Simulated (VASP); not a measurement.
# Fe (I4/mmm) in VASP: electric field gradients with PBE

Aim: the electric field gradients of Fe with PBE.

All numbers are computed with VASP 6.6.1; they aren't measurements. Logs are shortened: lines on timing, memory, paths and dates and some standing lists are left out, and cuts for length are marked.

## Step 1: The cell of the first run

The structure is tetragonal, space group I4/mmm (No. 139). The conventional cell has a = 2.922 Å, b = 2.922 Å, c = 2.792 Å, α = 90.00°, β = 90.00°, γ = 90.00°. Fe (site symmetry 4/mmm) has 14 Fe at 2.49 to 2.92 Å within 3.3 Å.

## Step 2: Electric field gradients, PBE, collinear spin, ferromagnetic start (z stretched by -3 % at fixed volume)

INCAR

```
SYSTEM = Fe
ALGO = Normal ; EDIFF = 1E-8
ENCUT = 520 ; GGA = PE
ISIF = 2 ; ISMEAR = -1
ISPIN = 2 ; LASPH = .True.
LCHARG = .False. ; LEFG = .True.
LMAXMIX = 4 ; LORBIT = 11
LREAL = .False. ; LWAVE = .False.
MAGMOM = 3 ; NBANDS = 14
NELM = 150 ; PREC = Accurate
SIGMA = 0.05
```

KPOINTS

```
k-points
0
Gamma
  20 20 20
  0 0 0
```

POSCAR

```
Fe
1.0
   -1.4610831316      1.4610831316      1.3958300000
    1.4610831316     -1.4610831316      1.3958300000
    1.4610831316      1.4610831316     -1.3958300000
Fe
1
Direct
    0.0000000000      0.0000000000      0.0000000000
```

Potentials or basis: VASP PAW PBE potentials, release 64 (Fe).

Command:

```sh
$ cat potpaw_PBE.64/Fe/POTCAR > POTCAR
$ mpirun -np 1 vasp_std > vasp.out
```

OUTCAR:

```text
SYSTEM = Fe
   EDIFF = 1E-8
   ENCUT = 520
   GGA = PE
   ISIF = 2
   ISMEAR = -1
   ISPIN = 2
   LASPH = .True.
   LORBIT = 11
   LREAL = .False.
   NELM = 150
   PREC = Accurate

 ion  position               nearest neighbor table
   1  0.000  0.000  0.000-

  LATTYP: Found a body centered tetragonal cell.
 ALAT       =     2.9221662632
 C/A-ratio  =     0.9553392068

  Lattice vectors:

 A1 = (  -1.4610831316,   1.4610831316,   1.3958300000)
 A2 = (   1.4610831316,  -1.4610831316,   1.3958300000)
 A3 = (   1.4610831316,   1.4610831316,  -1.3958300000)

Analysis of symmetry for initial positions (statically):
=====================================================================
 Subroutine PRICEL returns:
 Original cell was already a primitive cell.

 Routine SETGRP: Setting up the symmetry group for a
 body centered tetragonal supercell.

 Subroutine GETGRP returns: Found 16 space group operations
 (whereof 16 operations were pure point group operations)
 out of a pool of 16 trial point group operations.

The static configuration has the point symmetry D_4h.

Analysis of symmetry for dynamics (positions and initial velocities):
=====================================================================
 Subroutine PRICEL returns:
 Original cell was already a primitive cell.

 Routine SETGRP: Setting up the symmetry group for a
 body centered tetragonal supercell.

 Subroutine GETGRP returns: Found 16 space group operations
 (whereof 16 operations were pure point group operations)
 out of a pool of 16 trial point group operations.

The dynamic configuration has the point symmetry D_4h.

Analysis of structural, dynamic, and magnetic symmetry:
=====================================================================
 Subroutine PRICEL returns:
 Original cell was already a primitive cell.

 Routine SETGRP: Setting up the symmetry group for a
 body centered tetragonal supercell.

 Subroutine GETGRP returns: Found 16 space group operations
 (whereof 16 operations were pure point group operations)
 out of a pool of 16 trial point group operations.

The overall configuration has the point symmetry D_4h.

 Subroutine INISYM returns: Found 16 space group operations
 (whereof 16 operations are pure point group operations),
 and found     1 'primitive' translations

----------------------------------------------------------------------------------------

                                     Primitive cell

  volume of cell :      11.9191

  direct lattice vectors                    reciprocal lattice vectors
    -1.461083132  1.461083132  1.395830000     0.000000000  0.342211876  0.358209811
     1.461083132 -1.461083132  1.395830000     0.342211876  0.000000000  0.358209811
     1.461083132  1.461083132 -1.395830000     0.342211876  0.342211876  0.000000000

  length of vectors
     2.493565564  2.493565564  2.493565564     0.495402096  0.495402096  0.483960677

  position of ions in fractional coordinates (direct lattice)
     0.000000000  0.000000000  0.000000000

  ion indices of the primitive-cell ions
   primitive index   ion index
                 1           1

----------------------------------------------------------------------------------------

 KPOINTS: k-points

Automatic generation of k-mesh.
 Grid dimensions read from file:
 generate k-points for:   20   20   20

 Generating k-lattice:

  Cartesian coordinates                     Fractional coordinates (reciprocal lattice)
     0.000000000  0.017110594  0.017910491     0.050000000 -0.000000000  0.000000000
     0.017110594  0.000000000  0.017910491    -0.000000000  0.050000000  0.000000000
     0.017110594  0.017110594  0.000000000     0.000000000  0.000000000  0.050000000

  Length of vectors
     0.024770105  0.024770105  0.024198034

  Shift w.r.t. Gamma in fractional coordinates (k-lattice)
     0.000000000  0.000000000  0.000000000

 Subroutine IBZKPT returns following result:
[... 64 lines left out ...]
   ISMEAR =    -1;   SIGMA  =   0.05  broadening in eV -4-tet -1-fermi 0-gaus
   EFERMI_NEDOS =   21; number of points for ismear=-14 and -15
   IALGO  =     38    algorithm
   IMIX   =      4    mixing-type and parameters
     AMIX     =   0.40;   BMIX     =  1.00
     AMIX_MAG =   1.60;   BMIX_MAG =  1.00
  volume/ion in A,a.u.               =      11.92        80.43
  Fermi-wavevector in a.u.,A,eV,Ry     =   1.433367  2.708671 27.953723  2.054541
  Thomas-Fermi vector in A             =   2.552893
   LORBIT       =     11    0 simple, 1 ext, 2 COOP (PROOUT), +10 PAW based schemes
   GGA     = PE    functional components
   LHFCALC =     F    Hartree Fock is set to
   AEXX    =    0.0000 exact exchange contribution
   IVDW    =     0    specifies the selected vdW correction
   LEPSILON=     F    determine dielectric tensor
   LRPA    =     F    only Hartree local field effects (RPA)
 spin polarized calculation
  energy-cutoff  :      520.00
  volume of cell :       11.92
 maximum number of plane-waves:       338
   NGX =  9   NGY =  9   NGZ =  9

 number of electron       8.0000000 magnetization       2.2854002

 Free energy of the ion-electron system (eV)
  ---------------------------------------------------
  ext. energy  EPLUGINS =         0.00000000
  ---------------------------------------------------
  free energy    TOTEN  =        -8.22592834 eV

  energy without entropy =       -8.21745388  energy(sigma->0) =       -8.22169111

 E-fermi :   5.3244     XC(G=0): -12.8443

 val. band max:        5.3230551025   @ k =  -0.2000  -0.4000   0.1500
 cond. band min:       5.3249676390   @ k =  -0.4500   0.5000   0.0500
 fundamental gap:      0.0019125365
 Fermi energy:         5.3243924192

 spin component 1

 k-point     1 :       0.0000    0.0000    0.0000
  band No.  band energies     occupation
      1      -2.8102      1.00000
      2       2.9686      1.00000
      3       3.1976      1.00000
      4       3.1976      1.00000
      5       4.1204      1.00000
      6       4.3435      1.00000
      7      29.5180      0.00000
      8      29.5180      0.00000
      9      30.6181      0.00000
     10      34.3294      0.00000
     11      35.0795      0.00000
     12      35.7159      0.00000
     13      36.4410      0.00000
     14      36.4410      0.00000
[... 379 lines left out ...]
      3       3.2841      1.00000
      4       4.2458      1.00000
      5       4.3955      1.00000
      6       4.9588      0.99933
      7      17.6127      0.00000
      8      23.7852      0.00000
      9      25.8190      0.00000
     10      28.7686      0.00000
     11      32.2104      0.00000
     12      37.7535      0.00000
     13      39.6640      0.00000
     14      45.4673      0.00000

 [... further k-points ...]

 spin component 2

 k-point     1 :       0.0000    0.0000    0.0000
  band No.  band energies     occupation
      1      -2.6500      1.00000
      2       4.9165      0.99971
      3       5.2531      0.80638
      4       5.2531      0.80633
      5       6.8656      0.00000
      6       7.2259      0.00000
      7      29.2498      0.00000
      8      29.2498      0.00000
      9      30.3559      0.00000
     10      34.5729      0.00000
     11      35.1613      0.00000
     12      36.3735      0.00000
     13      37.5593      0.00000
     14      37.5593      0.00000
[... 379 lines left out ...]
      3       4.7896      0.99998
      4       6.8720      0.00000
      5       7.0961      0.00000
      6       7.2312      0.00000
      7      18.4473      0.00000
      8      24.0291      0.00000
      9      26.4189      0.00000
     10      29.1408      0.00000
     11      32.8033      0.00000
     12      37.9388      0.00000
     13      39.9185      0.00000
     14      45.7332      0.00000

 [... further k-points ...]

------------------------ aborting loop because EDIFF is reached ----------------------------------------

  FORCE on cell =-STRESS in cart. coord.  units (eV):
  Direction    XX          YY          ZZ          XY          YZ          ZX
  --------------------------------------------------------------------------------------
  -------------------------------------------------------------------------------------
  Total       -0.7031298     -0.7031298     -0.3137530      0.0000000     -0.0000000      0.0000000
  in kB      -94.5156424    -94.5156424    -42.1751034      0.0000000     -0.0000000      0.0000000
  external PRESSURE =     -77.0687960 kB  Pullay stress =       0.0000000 kB

 VOLUME and BASIS-vectors are now :
 -----------------------------------------------------------------------------
  energy-cutoff  :      520.00
  volume of cell :       11.92
      direct lattice vectors                 reciprocal lattice vectors
    -1.461083132  1.461083132  1.395830000     0.000000000  0.342211876  0.358209811
     1.461083132 -1.461083132  1.395830000     0.342211876  0.000000000  0.358209811
     1.461083132  1.461083132 -1.395830000     0.342211876  0.342211876  0.000000000

 POSITION                                       TOTAL-FORCE (eV/Angst)
 -----------------------------------------------------------------------------------
      0.00000      0.00000      0.00000        -0.000000      0.000000      0.000000
 -----------------------------------------------------------------------------------
    total drift:                                0.000000     -0.000000      0.000000

  FREE ENERGIE OF THE ION-ELECTRON SYSTEM (eV)
  ---------------------------------------------------
  free  energy   TOTEN  =        -8.2259283424 eV

  energy  without entropy=       -8.2174538777  energy(sigma->0) =       -8.22169111

 Electric field gradients (V/A^2)
---------------------------------------------------------------------
 ion       V_xx      V_yy      V_zz      V_xy      V_xz      V_yz
---------------------------------------------------------------------
   1       2.634     2.634    -5.267    -0.001    -0.002    -0.002
---------------------------------------------------------------------

 Electric field gradients after diagonalization (V/A^2)
 (convention: |V_zz| > |V_xx| > |V_yy|)
----------------------------------------------------------------------
 ion       V_xx      V_yy      V_zz     asymmetry (V_yy - V_xx)/ V_zz
----------------------------------------------------------------------
   1       2.635     2.632    -5.267       0.001
----------------------------------------------------------------------

           NMR quadrupolar parameters

 Cq : quadrupolar parameter    Cq=e*Q*V_zz/h
 eta: asymmetry parameters     (V_yy - V_xx)/ V_zz
 Q  : nuclear electric quadrupole moment in mb (millibarn)
----------------------------------------------------------------------
 ion       Cq(MHz)       eta       Q (mb)
----------------------------------------------------------------------
   1      -0.013       0.001       1.000
----------------------------------------------------------------------

 total charge

# of ion       s       p       d       tot
------------------------------------------
    1        0.467   0.498   6.208   7.174

 magnetization (x)

# of ion       s       p       d       tot
------------------------------------------
    1       -0.014  -0.054   2.360   2.291
```

Wall time 5.6 min (1 thread of Intel Xeon 8259CL, shared host); peak memory 0.27 GiB.

Results:

| Quantity | Value |
| --- | --- |
| Free energy | -8.2259 eV |
| Pressure | -7.7 GPa |
| Net moment | 2.29 μB per cell |
| Site moments | Fe +2.29 μB |
| Largest electric field gradient by atom | Fe -5.3 V/Å² |
| Valence electrons inside the program's atomic spheres | Fe 7.17 |

Stress tensor (GPa, compression positive):
```
-9.45  0.00  0.00
 0.00 -9.45  0.00
 0.00  0.00 -4.22
```

Levels at points of the mesh, in eV from the Fermi level:
Spin up:
```
           k point  band 3  band 4  band 5  band 6  band 7  band 8
(0.00, 0.00, 0.00)   -2.13   -2.13   -1.20   -0.98   24.19   24.19
(0.50, 0.00, 0.00)   -1.05   -0.75    0.30    0.69    7.11   17.66
(0.50, 0.50, 0.00)   -1.19   -1.01    0.25    0.32    6.63   18.67
(0.50, 0.50, 0.50)    0.01    0.01    0.10    9.05    9.05   10.80
```
Spin down:
| k point | band 1 | band 2 | band 3 | band 4 | band 5 | band 6 | band 7 |
| --- | --- | --- | --- | --- | --- | --- | --- |
| (0.00, 0.00, 0.00) | -7.97 | -0.41 | -0.07 | -0.07 | 1.54 | 1.90 | 23.93 |
| (0.50, 0.00, 0.00) | -3.31 | -1.52 | 0.78 | 1.66 | 2.06 | 2.62 | 8.53 |
| (0.50, 0.50, 0.00) | -3.36 | -1.14 | 0.40 | 1.36 | 1.90 | 2.61 | 8.06 |
| (0.50, 0.50, 0.50) | -2.73 | -2.64 | 2.33 | 2.33 | 2.35 | 9.32 | 9.32 |

Electric field gradients, principal values (V/Å²):
| atom | least | middle | greatest (by size) |
| --- | --- | --- | --- |
| 1 Fe | 2.632 | 2.635 | -5.267 |

Caveat: the cell stands under tension; without QUAD_EFG the Cq values of the log hold for a quadrupole moment of 1 mb, not for the nuclei.
